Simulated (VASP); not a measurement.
A run of VASP 6.6.1 is set up as follows.

Contents of INCAR:

```
SYSTEM = Au
ALGO = Normal
EDIFF = 1E-7
EDIFFG = -0.03
ENCUT = 600
GGA = PS
IBRION = 2
ISIF = 8
ISMEAR = -1
LASPH = .True.
LCHARG = .False.
LREAL = .False.
LWAVE = .False.
NELM = 100
NSW = 80
PREC = Accurate
SIGMA = 0.1
```

Contents of KPOINTS:

```
k-points
0
Gamma
  17 17 17
  0 0 0
```

Contents of POSCAR:

```
Au
1.0
    0.0000000000      2.0350000000      2.0350000000
    2.0350000000      0.0000000000      2.0350000000
    2.0350000000      2.0350000000      0.0000000000
Au
1
Direct
    0.0000000000      0.0000000000      0.0000000000
```

Potentials or basis: VASP PAW PBE potentials, release 64 (Au).

Run with:

```bash
$ cat potpaw_PBE.64/Au/POTCAR > POTCAR
$ mpirun -np 1 vasp_std > vasp.out
```

Q: What does it give for the relaxed volume?

A: 16.99 Å³/atom.

Q: What does it give for the space group after relaxing (to 0.05 Å)?

A: Fm-3m (No. 225).

Q: What does it give for the relaxed cell?

A: a = 2.886 Å, b = 2.886 Å, c = 2.886 Å, α = 60.00°, β = 60.00°, γ = 60.00°.

Final structure:
```yaml
crystal:
  lattice:
    - [0.00000, 2.04045, 2.04045]
    - [2.04045, 0.00000, 2.04045]
    - [2.04045, 2.04045, 0.00000]
  atoms:
    - { symbol: Au, position: [0.00000, 0.00000, 0.00000] }
```

Caveat: the PAW data sets were made with another functional, which shifts forces and pressure a little. Zero-point motion and thermal expansion aren't in these numbers.
